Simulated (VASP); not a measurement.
# Cu2H3 (Pm-3m) in VASP: further runs

Runs on Cu2H3. Level: PBE. Tasks: single point, relaxation of cell and atoms.

Program: VASP 6.6.1. These are calculated values, not measurements. Logs are shortened: lines on timing, memory, paths and dates and some standing lists are left out, and cuts for length are marked.

## 1. The cell of the first run

The structure is cubic, space group Pm-3m (No. 221). The conventional cell has a = 3.345 Å, b = 3.345 Å, c = 3.345 Å, α = 90.00°, β = 90.00°, γ = 90.00°. Within 3.1 Å of Cu (site symmetry m-3m) lie 12 H at 2.37 Å and 8 Cu at 2.90 Å. Within 2.2 Å of Cu (site symmetry m-3m) lie 6 H at 1.67 Å. Within 2.2 Å of H (site symmetry 4/mmm) lie 2 Cu at 1.67 Å.

The cell was built from a structure type or drawn by symmetry, and may not be a known phase.

## 2. Single point, PBE

INCAR reads:

```
  PREC = Accurate
  ENCUT = 520
  EDIFF = 1E-6
  ISMEAR = 0
  SIGMA = 0.1
  LREAL = False
  LASPH = True
  NELM = 100
  ALGO = Normal
  ISIF = 2
  LWAVE = False
  LCHARG = False
  GGA = PE
  NBANDS = 20
```

KPOINTS reads:

```
regular mesh
0
Gamma
  12 12 12
```

POSCAR reads:

```
Cu2H3
1.0
    3.3452351648      0.0000000000      0.0000000000
    0.0000000000      3.3452351648      0.0000000000
    0.0000000000      0.0000000000      3.3452351648
Cu H
2 3
Direct
    0.5000000000      0.5000000000      0.5000000000
    0.0000000000      0.0000000000      0.0000000000
    0.5000000000      0.0000000000      0.0000000000
    0.0000000000      0.5000000000      0.0000000000
    0.0000000000      0.0000000000      0.5000000000
```

Potentials or basis: VASP PAW PBE potentials, release 64 (Cu, H).

Launch:

```sh
$ cat potpaw_PBE.64/Cu/POTCAR potpaw_PBE.64/H/POTCAR > POTCAR
$ mpirun -np 1 vasp_std > vasp.out
```

OUTCAR:

```text
PREC = Accurate
   ENCUT = 520
   EDIFF = 1E-6
   ISMEAR = 0
   LREAL = False
   LASPH = True
   NELM = 100
   ISIF = 2
   GGA = PE

 ion  position               nearest neighbor table
   1  0.500  0.500  0.500-
   2  0.000  0.000  0.000-   3 1.67   4 1.67   5 1.67   5 1.67   4 1.67   3 1.67
   3  0.500  0.000  0.000-   2 1.67   2 1.67
   4  0.000  0.500  0.000-   2 1.67   2 1.67
   5  0.000  0.000  0.500-   2 1.67   2 1.67

  LATTYP: Found a simple cubic cell.
 ALAT       =     3.3452351648

  Lattice vectors:

 A1 = (   3.3452351648,   0.0000000000,   0.0000000000)
 A2 = (   0.0000000000,   3.3452351648,   0.0000000000)
 A3 = (   0.0000000000,   0.0000000000,   3.3452351648)

Analysis of symmetry for initial positions (statically):
=====================================================================
 Subroutine PRICEL returns:
 Original cell was already a primitive cell.

 Routine SETGRP: Setting up the symmetry group for a
 simple cubic supercell.

 Subroutine GETGRP returns: Found 48 space group operations
 (whereof 48 operations were pure point group operations)
 out of a pool of 48 trial point group operations.

The static configuration has the point symmetry O_h .

Analysis of symmetry for dynamics (positions and initial velocities):
=====================================================================
 Subroutine PRICEL returns:
 Original cell was already a primitive cell.

 Routine SETGRP: Setting up the symmetry group for a
 simple cubic supercell.

 Subroutine GETGRP returns: Found 48 space group operations
 (whereof 48 operations were pure point group operations)
 out of a pool of 48 trial point group operations.

The dynamic configuration has the point symmetry O_h .

 Subroutine INISYM returns: Found 48 space group operations
 (whereof 48 operations are pure point group operations),
 and found     1 'primitive' translations

----------------------------------------------------------------------------------------

                                     Primitive cell

  volume of cell :      37.4352

  direct lattice vectors                    reciprocal lattice vectors
     3.345235165  0.000000000  0.000000000     0.298932646  0.000000000  0.000000000
     0.000000000  3.345235165  0.000000000     0.000000000  0.298932646  0.000000000
     0.000000000  0.000000000  3.345235165     0.000000000  0.000000000  0.298932646

  length of vectors
     3.345235165  3.345235165  3.345235165     0.298932646  0.298932646  0.298932646

  position of ions in fractional coordinates (direct lattice)
     0.500000000  0.500000000  0.500000000
     0.000000000  0.000000000  0.000000000
     0.500000000  0.000000000  0.000000000
     0.000000000  0.500000000  0.000000000
     0.000000000  0.000000000  0.500000000

  ion indices of the primitive-cell ions
   primitive index   ion index
                 1           1
                 2           2
                 3           3
                 4           4
                 5           5

----------------------------------------------------------------------------------------

 KPOINTS: regular mesh

Automatic generation of k-mesh.
 Grid dimensions read from file:
 generate k-points for:   12   12   12

 Generating k-lattice:

  Cartesian coordinates                     Fractional coordinates (reciprocal lattice)
     0.024911054  0.000000000  0.000000000     0.083333333  0.000000000  0.000000000
     0.000000000  0.024911054  0.000000000     0.000000000  0.083333333  0.000000000
     0.000000000  0.000000000  0.024911054     0.000000000  0.000000000  0.083333333

  Length of vectors
     0.024911054  0.024911054  0.024911054

  Shift w.r.t. Gamma in fractional coordinates (k-lattice)
     0.000000000  0.000000000  0.000000000

 Subroutine IBZKPT returns following result:
 ===========================================

 Found     84 irreducible k-points:

 Following reciprocal coordinates:
            Coordinates               Weight
  0.000000  0.000000  0.000000      1.000000
  0.083333  0.000000  0.000000      6.000000
  0.166667  0.000000  0.000000      6.000000
  0.250000  0.000000  0.000000      6.000000
  0.333333  0.000000  0.000000      6.000000
  0.416667  0.000000  0.000000      6.000000
[... 16 lines left out ...]
  0.333333  0.333333  0.000000     12.000000
  0.416667  0.333333  0.000000     24.000000
 [... further k-points ...]
   k-points           NKPTS =     84   k-points in BZ     NKDIM =     84   number of bands    NBANDS=     20
   number of dos      NEDOS =    301   number of ions     NIONS =      5
   total plane-waves  NPLWV =  21952
   dimension x,y,z NGX =    28 NGY =   28 NGZ =   28
   dimension x,y,z NGXF=    56 NGYF=   56 NGZF=   56
   ions per type =               2   3
   NGX,Y,Z   is equivalent  to a cutoff of  13.91, 13.91, 13.91 a.u.
   NGXF,Y,Z  is equivalent  to a cutoff of  27.83, 27.83, 27.83 a.u.
 SYSTEM =  unknown system
   PREC   = accura    normal or accurate (medium, high low for compatibility)
   ISTART =      0    job   : 0-new  1-cont  2-samecut
   ICHARG =      2    charge: 1-file 2-atom 10-const
   ISPIN  =      1    spin polarized calculation?
   LNONCOLLINEAR =      F non collinear calculations
   LSORBIT =      F    spin-orbit coupling
   LASPH  =      T    aspherical Exc in radial PAW
   ENCUT  =  520.0 eV  38.22 Ry    6.18 a.u.   6.22  6.22  6.22*2*pi/ulx,y,z
   NELM   =    100;   NELMIN=  2; NELMDL= -5     # of ELM steps
   EDIFF  = 0.1E-05   stopping-criterion for ELM
   LREAL  =      F    real-space projection
   EDIFFG = 0.1E-04   stopping-criterion for IOM
   NSW    =      0    number of steps for IOM
   IBRION =     -1    ionic relax: 0-MD 1-quasi-New 2-CG
   NFREE  =      0    steps in history (QN), initial steepest desc. (CG)
   ISIF   =      2    stress and relaxation
   ISYM   =      2    0-nonsym 1-usesym 2-fastsym
   POTIM  = 0.5000    time-step for ionic-motion
   TEBEG  =    0.0;   TEEND  =   0.0 temperature during run
   PSTRESS=    0.0 pullay stress
   NELECT =      25.0000    total number of electrons
   NUPDOWN=      -1.0000    fix difference up-down
   EMIN   =  10.00;   EMAX   =-10.00  energy-range for DOS
   EFERMI =   0.00;   METHOD = LEGACY
   ISMEAR =     0;   SIGMA  =   0.10  broadening in eV -4-tet -1-fermi 0-gaus
   EFERMI_NEDOS =   21; number of points for ismear=-14 and -15
   IALGO  =     38    algorithm
   IMIX   =      4    mixing-type and parameters
     AMIX     =   0.40;   BMIX     =  1.00
     AMIX_MAG =   1.60;   BMIX_MAG =  1.00
  volume/ion in A,a.u.               =       7.49        50.53
  Fermi-wavevector in a.u.,A,eV,Ry     =   1.430962  2.704127 27.860010  2.047653
  Thomas-Fermi vector in A             =   2.550751
   LORBIT       =      0    0 simple, 1 ext, 2 COOP (PROOUT), +10 PAW based schemes
   GGA     = PE    functional components
   LHFCALC =     F    Hartree Fock is set to
   AEXX    =    0.0000 exact exchange contribution
   IVDW    =     0    specifies the selected vdW correction
   LEPSILON=     F    determine dielectric tensor
   LRPA    =     F    only Hartree local field effects (RPA)
 non-spin polarized calculation
 Gauss-broadening in eV      SIGMA  =   0.10
  energy-cutoff  :      520.00
  volume of cell :       37.44
 maximum number of plane-waves:      1024
 NGX is ok and might be reduce to    28
   NGX = 13   NGY = 13   NGZ = 13

 number of electron      24.9999981 magnetization

 Free energy of the ion-electron system (eV)
  ---------------------------------------------------
  ext. energy  EPLUGINS =         0.00000000
  ---------------------------------------------------
  free energy    TOTEN  =       -15.17216230 eV

  energy without entropy =      -15.16780001  energy(sigma->0) =      -15.16998115

 E-fermi :   5.5890     XC(G=0): -11.3678

 val. band max:        5.5216055076   @ k =   0.3333   0.2500   0.0000
 cond. band min:       5.5895053741   @ k =   0.1667   0.1667   0.1667
 fundamental gap:      0.0678998665
 Fermi energy:         5.5890072656

 k-point     1 :       0.0000    0.0000    0.0000
  band No.  band energies     occupation
      1      -5.9639      2.00000
      2      -1.2213      2.00000
      3      -1.2213      2.00000
      4       1.4584      2.00000
      5       1.4584      2.00000
      6       1.4584      2.00000
[... 12 lines left out ...]
     19      21.2457      0.00000
     20      22.2853      0.00000

 k-point     2 :       0.0833    0.0000    0.0000
  band No.  band energies     occupation
      1      -5.8751      2.00000
      2      -1.2121      2.00000
      3      -1.2007      2.00000
      4       1.4481      2.00000
      5       1.4481      2.00000
      6       1.4646      2.00000
[... 12 lines left out ...]
     19      20.2275      0.00000
     20      21.3148      0.00000

 k-point     3 :       0.1667    0.0000    0.0000
  band No.  band energies     occupation
      1      -5.6129      2.00000
      2      -1.2032      2.00000
      3      -1.1433      2.00000
      4       1.4201      2.00000
      5       1.4201      2.00000
      6       1.4817      2.00000
[... 12 lines left out ...]
     19      18.8510      0.00000
     20      19.6866      0.00000

 k-point     4 :       0.2500    0.0000    0.0000
  band No.  band energies     occupation
      1      -5.1908      2.00000
      2      -1.2543      2.00000
      3      -1.0624      2.00000
      4       1.3817      2.00000
      5       1.3817      2.00000
      6       1.5056      2.00000
[... 429 lines left out ...]
 k-point    23 :       0.3333    0.3333    0.0000
  band No.  band energies     occupation
      1      -3.4010      2.00000
      2      -1.0154      2.00000
      3      -0.7433      2.00000
      4       0.8828      2.00000
      5       1.2464      2.00000
      6       1.3076      2.00000
[... 12 lines left out ...]
     19      16.8178      0.00000
     20      19.3791      0.00000

 k-point    24 :       0.4167    0.3333    0.0000
  band No.  band energies     occupation
      1      -2.8962      2.00000
      2      -1.0314      2.00000
      3      -0.6653      2.00000
      4       0.7976      2.00000
      5       1.2167      2.00000
      6       1.2661      2.00000
[... 12 lines left out ...]
     19      16.0936      0.00000
     20      19.6043      0.00000

 [... further k-points ...]

------------------------ aborting loop because EDIFF is reached ----------------------------------------

  FORCE on cell =-STRESS in cart. coord.  units (eV):
  Direction    XX          YY          ZZ          XY          YZ          ZX
  --------------------------------------------------------------------------------------
  -------------------------------------------------------------------------------------
  Total        0.0020084      0.0020084      0.0020084     -0.0000000      0.0000000     -0.0000000
  in kB        0.0859565      0.0859565      0.0859565     -0.0000000      0.0000000     -0.0000000
  external PRESSURE =       0.0859565 kB  Pullay stress =       0.0000000 kB

 VOLUME and BASIS-vectors are now :
 -----------------------------------------------------------------------------
  energy-cutoff  :      520.00
  volume of cell :       37.44
      direct lattice vectors                 reciprocal lattice vectors
     3.345235165  0.000000000  0.000000000     0.298932646  0.000000000  0.000000000
     0.000000000  3.345235165  0.000000000     0.000000000  0.298932646  0.000000000
     0.000000000  0.000000000  3.345235165     0.000000000  0.000000000  0.298932646

 POSITION                                       TOTAL-FORCE (eV/Angst)
 -----------------------------------------------------------------------------------
      1.67262      1.67262      1.67262         0.000000      0.000000      0.000000
      0.00000      0.00000      0.00000         0.000000      0.000000      0.000000
      1.67262      0.00000      0.00000         0.000000      0.000000      0.000000
      0.00000      1.67262      0.00000         0.000000      0.000000      0.000000
      0.00000      0.00000      1.67262         0.000000      0.000000      0.000000
 -----------------------------------------------------------------------------------
    total drift:                                0.000000      0.000000      0.000000

  FREE ENERGIE OF THE ION-ELECTRON SYSTEM (eV)
  ---------------------------------------------------
  free  energy   TOTEN  =       -15.1721622998 eV

  energy  without entropy=      -15.1678000078  energy(sigma->0) =      -15.16998115
```

Run time: 93 s. Hardware: 1 thread of Intel Xeon 8259CL, shared host; peak memory 0.19 GiB.

Results:

| Item | Value |
| --- | --- |
| Free energy | -15.1722 eV |
| Pressure | 0.0 GPa |
| Band gap on the k mesh | zero (an odd number of electrons rules out a gap without spin polarisation) |

Levels at points of the mesh, in eV from the Fermi level:
```csv
k point,band 9,band 10,band 11,band 12,band 13,band 14,band 15,band 16,band 17,band 18
"(0.00, 0.00, 0.00)",-2.24,-2.24,-2.24,2.54,2.54,3.56,3.56,3.56,5.01,15.66
"(0.50, 0.00, 0.00)",-2.66,-2.66,-2.33,-2.05,2.49,3.82,7.51,7.51,8.43,8.43
"(0.50, 0.50, 0.00)",-2.58,-2.28,-2.28,-2.16,-1.00,0.49,7.01,7.01,9.08,9.28
"(0.50, 0.50, 0.50)",-2.14,-2.14,-1.10,-1.10,-1.10,0.97,2.70,2.70,2.70,2.77
```

[end of part 1 of 2]
